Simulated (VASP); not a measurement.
Wanted: the native input for a VASP 6.6.1 run.

- Task: single point
- Functional: PBE
- Potentials or basis: VASP PAW PBE potentials, release 64 (Ti_sv)
- Cutoff: 520 eV
- k mesh: 24 × 24 × 24
- Occupations: gaussian, width 0.1 eV
- Spin: no spin polarisation
- Dipole correction: no
- Further INCAR settings: ALGO = Normal; EDIFF = 1e-06; NBANDS = 12

The structure of Ti lies in POSCAR:

```
Ti
1.0
    0.0000000000      2.0563341165      2.0563341165
    2.0563341165      0.0000000000      2.0563341165
    2.0563341165      2.0563341165      0.0000000000
Ti
1
Direct
    0.5000000000      0.5000000000      0.5000000000
```

The cell was built from a structure type or drawn by symmetry, and may not be a known phase.

The input as run:

INCAR

```
SYSTEM = Ti
PREC = Accurate ; ENCUT = 520
EDIFF = 1E-6 ; ISMEAR = 0
SIGMA = 0.1 ; LREAL = .FALSE.
LASPH = .TRUE. ; NELM = 100
ALGO = Normal ; ISIF = 2
LWAVE = .FALSE. ; LCHARG = .FALSE.
GGA = PE ; NBANDS = 12
```

KPOINTS

```
regular mesh
0
G
  24 24 24
  0 0 0
```

Potentials or basis: VASP PAW PBE potentials, release 64 (Ti_sv).

Run with:

```console
$ cat potpaw_PBE.64/Ti_sv/POTCAR > POTCAR
$ mpirun -np 1 vasp_std > vasp.out
```

It gave:

```json
{"Pressure": "-0.3 GPa", "Band gap on the k mesh": "zero (bands 6 and 7 overlap by 1.25 eV)"}
```

Run time: 2.5 min on 1 thread of AMD EPYC 7R13 (shared host), peak memory 0.18 GiB.
